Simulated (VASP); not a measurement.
**Cu: single point with PBEsol**

The system is Cu.

```xyz
2
Lattice="1.3065 -3.9306 0.0000 1.3065 3.9306 0.0000 0.0000 0.0000 2.4496" Properties=species:S:1:pos:R:3 pbc="T T T"
Cu    1.3065    2.8784    0.6124
Cu    1.3065   -2.8784    1.8372
```

| Quantity | Value |
| --- | --- |
| Program | VASP 6.6.1 |
| Task | single point |
| Functional | PBEsol |
| Potentials or basis | VASP PAW PBE potentials, release 64 (Cu) |
| Cutoff | 520 eV |
| k mesh | 22 × 22 × 20 |
| Occupations | gaussian, width 0.15 eV |
| Spin | no spin polarisation |
| Dipole correction | no |
| Further INCAR settings | ALGO = Fast; EDIFF = 1e-06; NBANDS = 18 |

| Item | Value |
| --- | --- |
| Pressure | -4.7 GPa |
| Largest force | 0.299 eV/Å |
| Band gap on the k mesh | zero (bands 11 and 12 overlap by 5.24 eV) |

Forces on the atoms (eV/Å):
```
Cu   0.000 -0.299  0.000
Cu   0.000  0.299  0.000
```

Stress tensor (GPa, compression positive):
```
-14.23   0.00   0.00
  0.00  -1.27   0.00
  0.00   0.00   1.33
```

Levels at points of the mesh, in eV from the Fermi level:
| k point | band 9 | band 10 | band 11 | band 12 | band 13 | band 14 |
| --- | --- | --- | --- | --- | --- | --- |
| (0.00, 0.00, 0.00) | -1.85 | -1.71 | -1.38 | 0.44 | 5.15 | 15.45 |
| (0.50, 0.00, 0.00) | -1.96 | -1.56 | -0.83 | 0.55 | 2.08 | 6.20 |
| (0.50, 0.50, 0.00) | -2.11 | -1.96 | -1.59 | -1.52 | 12.50 | 14.34 |
| (0.00, 0.00, 0.50) | -1.73 | -1.73 | 0.20 | 0.20 | 8.75 | 8.75 |
| (0.50, 0.00, 0.50) | -1.36 | -1.36 | 3.33 | 3.33 | 7.10 | 7.10 |
| (0.50, 0.50, 0.50) | -1.46 | -1.46 | -0.53 | -0.53 | 4.01 | 4.01 |

Wall time 7.2 min on 1 thread of Intel(R) Xeon(R) Platinum 8488C (Sapphire Rapids), on a shared host, peak memory 0.61 GiB.

Caveat: the stress differs along the axes, from -14 to 1 GPa; the PAW data sets were made with another functional, which shifts forces and pressure a little.
